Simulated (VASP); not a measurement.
# Te (P3_121) in VASP: single point with PBE

Aim: the single point of Te with PBE.

All numbers are computed with VASP 6.6.1; they aren't measurements. Logs are shortened: lines on timing, memory, paths and dates and some standing lists are left out, and cuts for length are marked.

**1. The cell of the first run**

It takes space group P3_121 (No. 152, trigonal). The conventional cell has a = 4.471 Å, b = 4.471 Å, c = 5.949 Å, α = 90.00°, β = 90.00°, γ = 120.00°. Within 3.8 Å of Te (site symmetry 2) lie 6 Te at 2.85 to 3.50 Å.

**2. Single point, PBE**

Contents of INCAR:

```
SYSTEM = Te
  PREC = Accurate
  ENCUT = 500
  EDIFF = 1E-6
  ISMEAR = -1
  SIGMA = 0.02
  LREAL = .False.
  LASPH = .True.
  NELM = 120
  ALGO = Normal
  ISIF = 2
  LWAVE = .False.
  LCHARG = .False.
  GGA = PE
  NBANDS = 16
  GGA_COMPAT = .False.
```

Contents of KPOINTS:

```
regular mesh
0
Gamma
  6 6 4
  0 0 0
```

Contents of POSCAR:

```
Te
1.0
    4.4712577270      0.0000000000      0.0000000000
   -2.2356288635      3.8722227785      0.0000000000
    0.0000000000      0.0000000000      5.9487470213
Te
3
Direct
    0.2641920653      0.0000000000      0.3333333333
    0.0000000000      0.2641920653      0.6666666667
    0.7358079347      0.7358079347      0.0000000000
```

Potentials or basis: VASP PAW PBE potentials, release 64 (Te).

Command:

```sh
$ cat potpaw_PBE.64/Te/POTCAR > POTCAR
$ mpirun -np 1 vasp_std > vasp.out
```

OUTCAR:

```text
SYSTEM = Te
   PREC = Accurate
   ENCUT = 500
   EDIFF = 1E-6
   ISMEAR = -1
   LREAL = .False.
   LASPH = .True.
   NELM = 120
   ISIF = 2
   GGA = PE

 ion  position               nearest neighbor table
   1  0.264  0.000  0.333-   3 2.85   2 2.85   3 3.50   3 3.50   2 3.50   2 3.50
   2  0.000  0.264  0.667-   3 2.85   1 2.85   3 3.50   3 3.50   1 3.50   1 3.50
   3  0.736  0.736  0.000-   1 2.85   2 2.85   1 3.50   2 3.50   2 3.50   1 3.50

  LATTYP: Found a hexagonal cell.
 ALAT       =     4.4712577270
 C/A-ratio  =     1.3304415412

  Lattice vectors:

 A1 = (   4.4712577270,   0.0000000000,   0.0000000000)
 A2 = (  -2.2356288635,   3.8722227785,   0.0000000000)
 A3 = (   0.0000000000,   0.0000000000,   5.9487470213)

Analysis of symmetry for initial positions (statically):
=====================================================================
 Subroutine PRICEL returns:
 Original cell was already a primitive cell.

 Routine SETGRP: Setting up the symmetry group for a
 hexagonal supercell.

 Subroutine GETGRP returns: Found  6 space group operations
 (whereof  2 operations were pure point group operations)
 out of a pool of 24 trial point group operations.

The static configuration has the point symmetry C_2 .
 The point group associated with its full space group is D_3 .

Analysis of symmetry for dynamics (positions and initial velocities):
=====================================================================
 Subroutine PRICEL returns:
 Original cell was already a primitive cell.

 Routine SETGRP: Setting up the symmetry group for a
 hexagonal supercell.

 Subroutine GETGRP returns: Found  6 space group operations
 (whereof  2 operations were pure point group operations)
 out of a pool of 24 trial point group operations.

The dynamic configuration has the point symmetry C_2 .
 The point group associated with its full space group is D_3 .

 Subroutine INISYM returns: Found  6 space group operations
 (whereof  2 operations are pure point group operations),
 and found     1 'primitive' translations

----------------------------------------------------------------------------------------

                                     Primitive cell

  volume of cell :     102.9949

  direct lattice vectors                    reciprocal lattice vectors
     4.471257727  0.000000000  0.000000000     0.223650718  0.129124802  0.000000000
    -2.235628864  3.872222778  0.000000000     0.000000000  0.258249604  0.000000000
     0.000000000  0.000000000  5.948747021     0.000000000  0.000000000  0.168102627

  length of vectors
[... 84 lines left out ...]
   LREAL  =      F    real-space projection
   EDIFFG = 0.1E-04   stopping-criterion for IOM
   NSW    =      0    number of steps for IOM
   IBRION =     -1    ionic relax: 0-MD 1-quasi-New 2-CG
   NFREE  =      0    steps in history (QN), initial steepest desc. (CG)
   ISIF   =      2    stress and relaxation
   ISYM   =      2    0-nonsym 1-usesym 2-fastsym
   POTIM  = 0.5000    time-step for ionic-motion
   TEBEG  =    0.0;   TEEND  =   0.0 temperature during run
   PSTRESS=    0.0 pullay stress
   NELECT =      18.0000    total number of electrons
   NUPDOWN=      -1.0000    fix difference up-down
   EMIN   =  10.00;   EMAX   =-10.00  energy-range for DOS
   EFERMI =   0.00;   METHOD = LEGACY
   ISMEAR =    -1;   SIGMA  =   0.02  broadening in eV -4-tet -1-fermi 0-gaus
   EFERMI_NEDOS =   21; number of points for ismear=-14 and -15
   IALGO  =     38    algorithm
   IMIX   =      4    mixing-type and parameters
     AMIX     =   0.40;   BMIX     =  1.00
     AMIX_MAG =   1.60;   BMIX_MAG =  1.00
  volume/ion in A,a.u.               =      34.33       231.68
  Fermi-wavevector in a.u.,A,eV,Ry     =   0.915294  1.729654 11.398452  0.837763
  Thomas-Fermi vector in A             =   2.040019
   LORBIT       =      0    0 simple, 1 ext, 2 COOP (PROOUT), +10 PAW based schemes
   GGA     = PE    functional components
   LHFCALC =     F    Hartree Fock is set to
   AEXX    =    0.0000 exact exchange contribution
   IVDW    =     0    specifies the selected vdW correction
   LEPSILON=     F    determine dielectric tensor
   LRPA    =     F    only Hartree local field effects (RPA)
 non-spin polarized calculation
  energy-cutoff  :      500.00
  volume of cell :      102.99
 maximum number of plane-waves:      2655
 NGX is ok and might be reduce to    36
   NGX = 17   NGY = 17   NGZ = 21

 number of electron      17.9999997 magnetization

 Free energy of the ion-electron system (eV)
  ---------------------------------------------------
  ext. energy  EPLUGINS =         0.00000000
  ---------------------------------------------------
  free energy    TOTEN  =        -9.41109519 eV

  energy without entropy =       -9.41095842  energy(sigma->0) =       -9.41102680

 E-fermi :   5.8727     XC(G=0):  -9.0117

 val. band max:        5.7847851538   @ k =   0.3333   0.3333   0.5000
 cond. band min:       5.9464963139   @ k =   0.3333   0.3333   0.5000
 fundamental gap:      0.1617111601
 Fermi energy:         5.8726965703

 k-point     1 :       0.0000    0.0000    0.0000
  band No.  band energies     occupation
      1      -7.7750      2.00000
      2      -4.4949      2.00000
      3      -4.4949      2.00000
      4       2.7553      2.00000
      5       3.0278      2.00000
      6       3.0278      2.00000
[... 433 lines left out ...]
      3      -4.1795      2.00000
      4       0.6692      2.00000
      5       0.8791      2.00000
      6       0.8791      2.00000
[... 8 lines left out ...]
     15      12.3074      0.00000
     16      12.8065      0.00000

------------------------ aborting loop because EDIFF is reached ----------------------------------------

  FORCE on cell =-STRESS in cart. coord.  units (eV):
  Direction    XX          YY          ZZ          XY          YZ          ZX
  --------------------------------------------------------------------------------------
  -------------------------------------------------------------------------------------
  Total        0.8562167      0.8562167      1.0220888      0.0000000      0.0000000      0.0000000
  in kB       13.3192188     13.3192188     15.8995072      0.0000000      0.0000000      0.0000000
  external PRESSURE =      14.1793149 kB  Pullay stress =       0.0000000 kB

 VOLUME and BASIS-vectors are now :
 -----------------------------------------------------------------------------
  energy-cutoff  :      500.00
  volume of cell :      102.99
      direct lattice vectors                 reciprocal lattice vectors
     4.471257727  0.000000000  0.000000000     0.223650718  0.129124802  0.000000000
    -2.235628864  3.872222778  0.000000000     0.000000000  0.258249604  0.000000000
     0.000000000  0.000000000  5.948747021     0.000000000  0.000000000  0.168102627

 POSITION                                       TOTAL-FORCE (eV/Angst)
 -----------------------------------------------------------------------------------
      1.18127      0.00000      1.98292         0.228872      0.000000     -0.000000
     -0.59064      1.02301      3.96583        -0.114436      0.198209      0.000000
      1.64499      2.84921      0.00000        -0.114436     -0.198209      0.000000
 -----------------------------------------------------------------------------------
    total drift:                                0.000000     -0.000000      0.000000

  FREE ENERGIE OF THE ION-ELECTRON SYSTEM (eV)
  ---------------------------------------------------
  free  energy   TOTEN  =        -9.4110951856 eV

  energy  without entropy=       -9.4109584179  energy(sigma->0) =       -9.41102680
```

stdout:

```text
POSCAR found type information on POSCAR Te
 POSCAR found :  1 types and       3 ions
 scaLAPACK will be used
 LDA part: xc-table for (Slater+PW92), standard interpolation
 POSCAR, INCAR and KPOINTS ok, starting setup
 FFT: planning ... GRIDC
 FFT: planning ... GRID_SOFT
 FFT: planning ... GRID
 WAVECAR not read
 entering main loop
```

Run time: 72 s. Hardware: 1 thread of AMD EPYC 7R13, shared host; peak memory 0.2 GiB.

What came out:

```
Free energy            : -9.4111 eV
Pressure               : 1.4 GPa
Largest force          : 0.229 eV/Å
Band gap on the k mesh : 0.16 eV
```

Forces on the atoms (eV/Å):
```
Te   0.229  0.000  0.000
Te  -0.114  0.198  0.000
Te  -0.114 -0.198  0.000
```

Levels at points of the mesh, in eV from the valence-band top:
| k point | band 6 | band 7 | band 8 | band 9 | band 10 | band 11 | band 12 | band 13 |
| --- | --- | --- | --- | --- | --- | --- | --- | --- |
| (0.00, 0.00, 0.00) | -2.76 | -1.62 | -1.62 | -0.73 | 1.03 | 1.03 | 1.66 | 4.98 |
| (0.50, 0.00, 0.00) | -3.48 | -3.42 | -1.07 | -0.82 | 0.93 | 1.03 | 3.07 | 3.72 |
| (0.00, 0.00, 0.50) | -2.62 | -1.30 | -1.02 | -1.02 | 0.55 | 0.60 | 0.60 | 4.06 |
| (0.50, 0.00, 0.50) | -3.60 | -2.35 | -2.02 | -0.20 | 0.78 | 1.94 | 2.56 | 4.58 |

Caveat: spin-orbit coupling is left out, which moves the levels of the heavy elements.
